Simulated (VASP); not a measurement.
# W3N4 (Pm-3m) in VASP: single point with PBE

Aim: the single point of W3N4 with PBE.

All numbers are computed with VASP 6.6.1; they aren't measurements. Logs are shortened: lines on timing, memory, paths and dates and some standing lists are left out, and cuts for length are marked.

## 1. The cell of the first run

The structure is cubic, space group Pm-3m (No. 221). The conventional cell has a = 4.203 Å, b = 4.203 Å, c = 4.203 Å, α = 90.00°, β = 90.00°, γ = 90.00°. W (site symmetry 4/mmm) has 6 N at 2.10 Å within 2.8 Å. N (site symmetry m-3m) has 6 W at 2.10 Å within 2.8 Å. N (site symmetry 4/mmm) has 4 W at 2.10 Å within 2.8 Å.

## 2. Single point, PBE, collinear spin (10.61 Å³/atom)

Contents of INCAR:

```
PREC     = Accurate       # precision mode
ENCUT    = 600            # plane-wave cutoff, eV
EDIFF    = 1E-6           # SCF threshold, eV
ISMEAR   = -1             # smearing method
SIGMA    = 0.05           # smearing width, eV
LREAL    = False          # projectors in reciprocal space
LASPH    = True           # aspherical terms in the spheres
NELM     = 200            # most SCF steps
ALGO     = Normal         # electronic algorithm
ISIF     = 2              # what is computed and relaxed
LWAVE    = False          # write WAVECAR
LCHARG   = False          # write CHGCAR
ISPIN    = 2              # spin polarisation
MAGMOM   = 2 2 2 0 0 0 0  # initial moments
LORBIT   = 11             # projections on sites
LMAXMIX  = 4              # l up to which the mixer works
GGA      = PE             # functional
NBANDS   = 44             # bands
GGA_COMPAT= False
```

Contents of KPOINTS:

```
regular mesh
0
Gamma
  11 11 11
```

Contents of POSCAR:

```
W3N4
1.0
    4.2028440540      0.0000000000      0.0000000000
    0.0000000000      4.2028440540      0.0000000000
    0.0000000000      0.0000000000      4.2028440540
W N
3 4
Direct
    0.5000000000      0.5000000000      0.0000000000
    0.0000000000      0.5000000000      0.5000000000
    0.5000000000      0.0000000000      0.5000000000
    0.5000000000      0.5000000000      0.5000000000
    0.5000000000      0.0000000000      0.0000000000
    0.0000000000      0.5000000000      0.0000000000
    0.0000000000      0.0000000000      0.5000000000
```

Potentials or basis: VASP PAW PBE potentials, release 64 (W_sv, N).

On the command line:

```console
$ cat potpaw_PBE.64/W_sv/POTCAR potpaw_PBE.64/N/POTCAR > POTCAR
$ mpirun -np 1 vasp_std > vasp.out
```

OUTCAR:

```text
PREC = Accurate
   ENCUT = 600
   EDIFF = 1E-6
   ISMEAR = -1
   LREAL = False
   LASPH = True
   NELM = 200
   ISIF = 2
   ISPIN = 2
   LORBIT = 11
   GGA = PE

 ion  position               nearest neighbor table
   1  0.500  0.500  0.000-   4 2.10   5 2.10   6 2.10   4 2.10   5 2.10   6 2.10   3 2.97   3 2.97
                             3 2.97   2 2.97   3 2.97   2 2.97   2 2.97   2 2.97
   2  0.000  0.500  0.500-   4 2.10   6 2.10   7 2.10   6 2.10   7 2.10   4 2.10   3 2.97   3 2.97
                             1 2.97   1 2.97   3 2.97   1 2.97   1 2.97   3 2.97
   3  0.500  0.000  0.500-   4 2.10   5 2.10   7 2.10   5 2.10   4 2.10   7 2.10   2 2.97   1 2.97
                             2 2.97   1 2.97   1 2.97   2 2.97   1 2.97   2 2.97
   4  0.500  0.500  0.500-   1 2.10   2 2.10   3 2.10   1 2.10   3 2.10   2 2.10
   5  0.500  0.000  0.000-   1 2.10   3 2.10   3 2.10   1 2.10
   6  0.000  0.500  0.000-   1 2.10   2 2.10   2 2.10   1 2.10
   7  0.000  0.000  0.500-   2 2.10   3 2.10   2 2.10   3 2.10

  LATTYP: Found a simple cubic cell.
 ALAT       =     4.2028440540

  Lattice vectors:

 A1 = (   4.2028440540,   0.0000000000,   0.0000000000)
 A2 = (   0.0000000000,   4.2028440540,   0.0000000000)
 A3 = (   0.0000000000,   0.0000000000,   4.2028440540)

Analysis of symmetry for initial positions (statically):
=====================================================================
 Subroutine PRICEL returns:
 Original cell was already a primitive cell.

 Routine SETGRP: Setting up the symmetry group for a
 simple cubic supercell.

 Subroutine GETGRP returns: Found 48 space group operations
 (whereof 48 operations were pure point group operations)
 out of a pool of 48 trial point group operations.

The static configuration has the point symmetry O_h .

Analysis of symmetry for dynamics (positions and initial velocities):
=====================================================================
 Subroutine PRICEL returns:
 Original cell was already a primitive cell.

 Routine SETGRP: Setting up the symmetry group for a
 simple cubic supercell.

 Subroutine GETGRP returns: Found 48 space group operations
 (whereof 48 operations were pure point group operations)
 out of a pool of 48 trial point group operations.

The dynamic configuration has the point symmetry O_h .

Analysis of structural, dynamic, and magnetic symmetry:
=====================================================================
 Subroutine PRICEL returns:
 Original cell was already a primitive cell.

[... 160 lines left out ...]
  ---------------------------------------------------
  ext. energy  EPLUGINS =         0.00000000
  ---------------------------------------------------
  free energy    TOTEN  =       -72.60060222 eV

  energy without entropy =      -72.57703165  energy(sigma->0) =      -72.58881693

 E-fermi :  10.6743     XC(G=0): -13.0511

 val. band max:       10.6727208768   @ k =   0.3636   0.0000   0.0000
 cond. band min:      10.7043851621   @ k =   0.4545   0.2727   0.0909
 fundamental gap:      0.0316642853
 Fermi energy:        10.6742568905

 spin component 1

 k-point     1 :       0.0000    0.0000    0.0000
  band No.  band energies     occupation
      1     -65.0819      1.00000
      2     -65.0150      1.00000
      3     -65.0150      1.00000
      4     -29.6795      1.00000
      5     -29.6795      1.00000
      6     -29.6795      1.00000
[... 1093 lines left out ...]
     42      15.2671      0.00000
     43      15.5225      0.00000

 [... further k-points ...]

 spin component 2

 k-point     1 :       0.0000    0.0000    0.0000
  band No.  band energies     occupation
      1     -65.0821      1.00000
      2     -65.0152      1.00000
      3     -65.0152      1.00000
      4     -29.6797      1.00000
      5     -29.6797      1.00000
      6     -29.6797      1.00000
[... 1093 lines left out ...]
     42      15.2670      0.00000
     43      15.5224      0.00000

 [... further k-points ...]

 [bands above 43 left out]

------------------------ aborting loop because EDIFF is reached ----------------------------------------

  FORCE on cell =-STRESS in cart. coord.  units (eV):
  Direction    XX          YY          ZZ          XY          YZ          ZX
  --------------------------------------------------------------------------------------
  -------------------------------------------------------------------------------------
  Total        2.0618343      2.0618343      2.0618343      0.0000000     -0.0000000     -0.0000000
  in kB       44.4973880     44.4973880     44.4973880      0.0000000     -0.0000000     -0.0000000
  external PRESSURE =      44.4973880 kB  Pullay stress =       0.0000000 kB

 VOLUME and BASIS-vectors are now :
 -----------------------------------------------------------------------------
  energy-cutoff  :      600.00
  volume of cell :       74.24
      direct lattice vectors                 reciprocal lattice vectors
     4.202844054  0.000000000  0.000000000     0.237934120  0.000000000  0.000000000
     0.000000000  4.202844054  0.000000000     0.000000000  0.237934120  0.000000000
     0.000000000  0.000000000  4.202844054     0.000000000  0.000000000  0.237934120

 POSITION                                       TOTAL-FORCE (eV/Angst)
 -----------------------------------------------------------------------------------
      2.10142      2.10142      0.00000         0.000000      0.000000      0.000000
      0.00000      2.10142      2.10142         0.000000      0.000000      0.000000
      2.10142      0.00000      2.10142         0.000000      0.000000      0.000000
      2.10142      2.10142      2.10142         0.000000      0.000000      0.000000
      2.10142      0.00000      0.00000         0.000000      0.000000      0.000000
      0.00000      2.10142      0.00000         0.000000      0.000000      0.000000
      0.00000      0.00000      2.10142         0.000000      0.000000      0.000000
 -----------------------------------------------------------------------------------
    total drift:                                0.000000      0.000000      0.000000

  FREE ENERGIE OF THE ION-ELECTRON SYSTEM (eV)
  ---------------------------------------------------
  free  energy   TOTEN  =       -72.6006022214 eV

  energy  without entropy=      -72.5770316474  energy(sigma->0) =      -72.58881693

 total charge

# of ion       s       p       d       tot
------------------------------------------
    1        2.312   6.377   3.352  12.042
    2        2.312   6.377   3.352  12.042
    3        2.312   6.377   3.352  12.042
    4        1.229   2.619   0.000   3.848
    5        1.243   2.471   0.000   3.715
    6        1.243   2.471   0.000   3.715
    7        1.243   2.471   0.000   3.715
--------------------------------------------------
tot         11.895  29.164  10.057  51.116

 magnetization (x)

# of ion       s       p       d       tot
------------------------------------------
    1       -0.000  -0.000  -0.000  -0.000
    2       -0.000  -0.000  -0.000  -0.000
    3       -0.000  -0.000  -0.000  -0.000
    4        0.000   0.000   0.000   0.000
    5        0.000   0.000   0.000   0.000
    6        0.000   0.000   0.000   0.000
    7        0.000   0.000   0.000   0.000
--------------------------------------------------
tot         -0.000   0.000  -0.000  -0.000
```

Wall time 4.2 min (1 thread of AMD EPYC 9R45 (Zen 5), shared host); peak memory 0.42 GiB.

Results:

```yaml
Free_energy: -72.6006 eV
Pressure: 4.4 GPa
Band_gap_on_the_k_mesh: zero (filled and empty bands overlap)
Net_moment: 0.00 μB per cell
Valence_electrons_inside_the_program's_atomic_spheres: W 12.04; N 3.85, 3.71 (each value once)
```

Caveat: the cell stands under pressure; spin-orbit coupling is left out, which moves the levels of the heavy elements.
